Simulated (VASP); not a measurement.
# InPd (Pm-3m) in VASP: notebook, part 2 of 3

VASP 6.6.1. Earlier steps stand in the parts before.

## 3. Electric field gradients, LDA

INCAR reads:

```
SYSTEM = InPd
PREC     = Accurate       ! precision mode
ENCUT    = 520            ! plane-wave cutoff, eV
EDIFF    = 1E-8           ! SCF threshold, eV
ISMEAR   = -1             ! smearing method
SIGMA    = 0.03           ! smearing width, eV
LREAL    = .FALSE.        ! projectors in reciprocal space
LASPH    = .TRUE.         ! aspherical terms in the spheres
NELM     = 80             ! most SCF steps
ALGO     = Normal         ! electronic algorithm
ISIF     = 2              ! what is computed and relaxed
LWAVE    = .FALSE.        ! write WAVECAR
LCHARG   = .FALSE.        ! write CHGCAR
LEFG     = .TRUE.       
NBANDS   = 18             ! bands
```

KPOINTS reads:

```
Automatic mesh
0
G
  13 13 13
  0 0 0
```

POSCAR reads:

```
InPd
1.0
    3.2718847800      0.0000000000      0.0000000000
    0.0000000000      3.2718847800      0.0000000000
    0.0000000000      0.0000000000      3.2718847800
In Pd
1 1
Direct
    0.0000000000      0.0000000000      0.0000000000
    0.5000000000      0.5000000000      0.5000000000
```

Potentials or basis: VASP PAW LDA potentials, release 64 (In_d, Pd).

On the command line:

```
cat potpaw_LDA.64/In_d/POTCAR potpaw_LDA.64/Pd/POTCAR > POTCAR
mpirun -np 1 vasp_std > vasp.out
```

OUTCAR:

```text
SYSTEM = InPd
   PREC = Accurate
   ENCUT = 520
   EDIFF = 1E-8
   ISMEAR = -1
   LREAL = .FALSE.
   LASPH = .TRUE.
   NELM = 80
   ISIF = 2

 ion  position               nearest neighbor table
   1  0.000  0.000  0.000-   2 2.83   2 2.83   2 2.83   2 2.83   2 2.83   2 2.83   2 2.83   2 2.83

   2  0.500  0.500  0.500-   1 2.83   1 2.83   1 2.83   1 2.83   1 2.83   1 2.83   1 2.83   1 2.83

  LATTYP: Found a simple cubic cell.
 ALAT       =     3.2718847800

  Lattice vectors:

 A1 = (   3.2718847800,   0.0000000000,   0.0000000000)
 A2 = (   0.0000000000,   3.2718847800,   0.0000000000)
 A3 = (   0.0000000000,   0.0000000000,   3.2718847800)

Analysis of symmetry for initial positions (statically):
=====================================================================
 Subroutine PRICEL returns:
 Original cell was already a primitive cell.

 Routine SETGRP: Setting up the symmetry group for a
 simple cubic supercell.

 Subroutine GETGRP returns: Found 48 space group operations
[... 9 lines left out ...]

 Routine SETGRP: Setting up the symmetry group for a
 simple cubic supercell.

 Subroutine GETGRP returns: Found 48 space group operations
[... 11 lines left out ...]
                                     Primitive cell

  volume of cell :      35.0263

  direct lattice vectors                    reciprocal lattice vectors
     3.271884780  0.000000000  0.000000000     0.305634234  0.000000000  0.000000000
     0.000000000  3.271884780  0.000000000     0.000000000  0.305634234  0.000000000
     0.000000000  0.000000000  3.271884780     0.000000000  0.000000000  0.305634234

  length of vectors
     3.271884780  3.271884780  3.271884780     0.305634234  0.305634234  0.305634234

[... 127 lines left out ...]
 E-fermi :  10.2821     XC(G=0): -12.5385

 val. band max:       10.2581651305   @ k =   0.3077   0.1538   0.0000
 cond. band min:      10.3131381949   @ k =   0.3846   0.3077   0.1538
 fundamental gap:      0.0549730644
 Fermi energy:        10.2820877550

 k-point     1 :       0.0000    0.0000    0.0000
  band No.  band energies     occupation
      1      -4.6434      2.00000
      2      -4.6434      2.00000
      3      -4.2311      2.00000
      4      -4.2311      2.00000
      5      -4.2311      2.00000
      6       0.1169      2.00000
[... 481 lines left out ...]
      5      -4.1698      2.00000
      6       3.3732      2.00000
[... 10 lines left out ...]
     17      22.4927      0.00000
     18      23.2809      0.00000

 [... further k-points ...]
[... 5 lines left out ...]
  --------------------------------------------------------------------------------------
  -------------------------------------------------------------------------------------
  Total       -1.4338618     -1.4338618     -1.4338618     -0.0000000     -0.0000000     -0.0000000
  in kB      -65.5879206    -65.5879206    -65.5879206     -0.0000000     -0.0000000     -0.0000000
  external PRESSURE =     -65.5879206 kB  Pullay stress =       0.0000000 kB

 VOLUME and BASIS-vectors are now :
 -----------------------------------------------------------------------------
  energy-cutoff  :      520.00
  volume of cell :       35.03
      direct lattice vectors                 reciprocal lattice vectors
     3.271884780  0.000000000  0.000000000     0.305634234  0.000000000  0.000000000
     0.000000000  3.271884780  0.000000000     0.000000000  0.305634234  0.000000000
     0.000000000  0.000000000  3.271884780     0.000000000  0.000000000  0.305634234

 POSITION                                       TOTAL-FORCE (eV/Angst)
 -----------------------------------------------------------------------------------
      0.00000      0.00000      0.00000         0.000000      0.000000      0.000000
      1.63594      1.63594      1.63594         0.000000      0.000000      0.000000
 -----------------------------------------------------------------------------------
    total drift:                                0.000000      0.000000     -0.000000

  FREE ENERGIE OF THE ION-ELECTRON SYSTEM (eV)
  ---------------------------------------------------
  free  energy   TOTEN  =       -10.7641204301 eV

  energy  without entropy=      -10.7609795132  energy(sigma->0) =      -10.76254997

 Electric field gradients (V/A^2)
---------------------------------------------------------------------
 ion       V_xx      V_yy      V_zz      V_xy      V_xz      V_yz
---------------------------------------------------------------------
   1       0.000     0.000     0.000     0.000     0.000     0.000
   2       0.000     0.000    -0.000     0.000     0.000     0.000
---------------------------------------------------------------------

 Electric field gradients after diagonalization (V/A^2)
 (convention: |V_zz| > |V_xx| > |V_yy|)
----------------------------------------------------------------------
 ion       V_xx      V_yy      V_zz     asymmetry (V_yy - V_xx)/ V_zz
----------------------------------------------------------------------
   1       0.000     0.000     0.000      -0.002
   2       0.000    -0.000     0.000      -1.484
----------------------------------------------------------------------

           NMR quadrupolar parameters

 Cq : quadrupolar parameter    Cq=e*Q*V_zz/h
 eta: asymmetry parameters     (V_yy - V_xx)/ V_zz
 Q  : nuclear electric quadrupole moment in mb (millibarn)
----------------------------------------------------------------------
 ion       Cq(MHz)       eta       Q (mb)
----------------------------------------------------------------------
   1       0.000      -0.002       1.000
   2       0.000      -1.484       1.000
----------------------------------------------------------------------
```

OSZICAR:

```text
N       E                     dE             d eps       ncg     rms          rms(c)
DAV:   1     0.168535312527E+03    0.16854E+03   -0.11079E+04  3090   0.167E+03
DAV:   2    -0.162758486282E+01   -0.17016E+03   -0.16292E+03  3094   0.370E+02
DAV:   3    -0.108007423442E+02   -0.91732E+01   -0.90818E+01  3386   0.901E+01
DAV:   4    -0.110082115109E+02   -0.20747E+00   -0.20732E+00  3610   0.122E+01
DAV:   5    -0.110179844747E+02   -0.97730E-02   -0.97725E-02  4140   0.262E+00    0.673E+00
DAV:   6    -0.108165941098E+02    0.20139E+00   -0.47067E-01  3366   0.880E+00    0.312E+00
DAV:   7    -0.107753683486E+02    0.41226E-01   -0.64812E-02  3990   0.454E+00    0.152E+00
DAV:   8    -0.107652206500E+02    0.10148E-01   -0.24703E-02  3460   0.131E+00    0.396E-01
DAV:   9    -0.107641670416E+02    0.10536E-02   -0.18049E-03  3984   0.703E-01    0.952E-02
DAV:  10    -0.107641233022E+02    0.43739E-04   -0.36255E-05  4370   0.848E-02    0.385E-02
DAV:  11    -0.107641204724E+02    0.28298E-05   -0.41305E-06  3622   0.179E-02    0.117E-02
DAV:  12    -0.107641204288E+02    0.43583E-07   -0.24046E-07  3632   0.453E-03    0.655E-03
DAV:  13    -0.107641204301E+02   -0.12333E-08   -0.14441E-08  2596   0.145E-03
   1 F= -.10764120E+02 E0= -.10762550E+02  d E =-.314092E-02
```

stdout:

```text
POSCAR found type information on POSCAR InPd
 POSCAR found :  2 types and       2 ions
 scaLAPACK will be used
 LDA part: xc-table for (Slater(with rela. corr.)+CA(PZ))
 , standard interpolation
 POSCAR, INCAR and KPOINTS ok, starting setup
 FFT: planning ... GRIDC
 FFT: planning ... GRID_SOFT
 FFT: planning ... GRID
 WAVECAR not read
 entering main loop
ion   1

ion   2
```

Run time: 41 s. Hardware: 1 thread of AMD EPYC 7R43 (Zen 3), shared host; peak memory 0.13 GiB.

Results:

```
Free energy : -10.7641 eV
Pressure    : -6.6 GPa
```

Caveat: without QUAD_EFG the Cq values of the log hold for a quadrupole moment of 1 mb, not for the nuclei; spin-orbit coupling is left out, which moves the levels of the heavy elements.

[end of part 2 of 3]
